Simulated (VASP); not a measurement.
The system is AlN.

```
Al N
1.0
    -0.03859    2.18998    2.18998
     2.18998   -0.03859    2.18998
     2.18998    2.18998   -0.03859
Al N
1 1
Direct
  0.99895 0.99895 0.99895
  0.25105 0.25105 0.25105
```

This cell differs from its parent crystal: epitaxial 111 strain +2.0%.

Base run:

- Program: VASP 6.6.1
- Functional: PBE
- Potentials or basis: VASP PAW PBE potentials, release 64 (Al, N)
- Cutoff: 520 eV
- k mesh: 10 × 10 × 10
- Occupations: fermi-dirac, width 0.02 eV
- Spin: no spin polarisation

Its results: band gap on the k mesh 3.16 eV, indirect (least direct gap 3.74 eV); pressure -2.2 GPa; largest force 0.030 eV/Å.

Problem. The run is repeated on the same cell with these changes: functional from PBE to r2SCAN; occupations from fermi-dirac, width 0.02 eV to gaussian, width 0.01 eV. What comes out?

Solution. Band gap on the k mesh 3.76 eV, indirect (least direct gap 4.42 eV); pressure -6.9 GPa; largest force 0.009 eV/Å.

Caveats: the PAW data sets were made with another functional, which shifts forces and pressure a little (some runs).

A k mesh can miss the band edges.
